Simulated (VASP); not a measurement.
MgRe3:

```
Mg Re
1.0
     0.00000    3.11453    3.11453
     3.11453    0.00000    3.11453
     3.11453    3.11453    0.00000
Mg Re
1 3
Direct
  0.00000 0.00000 0.00000
  0.25000 0.25000 0.25000
  0.50000 0.50000 0.50000
  0.75000 0.75000 0.75000
```

* Program: VASP 6.6.1
* Task: relaxation of cell and atoms
* Functional: PBEsol
* Potentials or basis: VASP PAW PBE potentials, release 64 (Mg, Re)
* Cutoff: 600 eV
* k mesh: 6 × 6 × 6
* Occupations: fermi-dirac, width 0.05 eV
* Spin: no spin polarisation

At the start: pressure -8.2 GPa; volume 15.11 Å³/atom.

Task: Where does the relaxation end?

Result: Over 4 steps the energy falls by 12.0 meV/atom and the volume is 14.65 Å³/atom (-3.0 %); space group Fm-3m (No. 225, to 0.1 Å) before and after.

The path:
```csv
step,energy change (eV),largest force (eV/Å),pressure (GPa),volume (Å³)
1,0.0000,0.0000,-8.17,60.42
2,0.3372,0.0000,28.53,53.94
3,-0.0479,0.0000,-0.27,58.66
4,-0.0479,0.0000,-0.05,58.61
```

Final structure:
```
Mg Re
1.0
     0.00000    3.08304    3.08304
     3.08304    0.00000    3.08304
     3.08304    3.08304    0.00000
Mg Re
1 3
Cartesian
  0.0000 3.0830 3.0830
  1.5415 1.5415 1.5415
  3.0830 3.0830 3.0830
  4.6246 4.6246 4.6246
```

Caveat: the PAW data sets were made with another functional, which shifts forces and pressure a little.
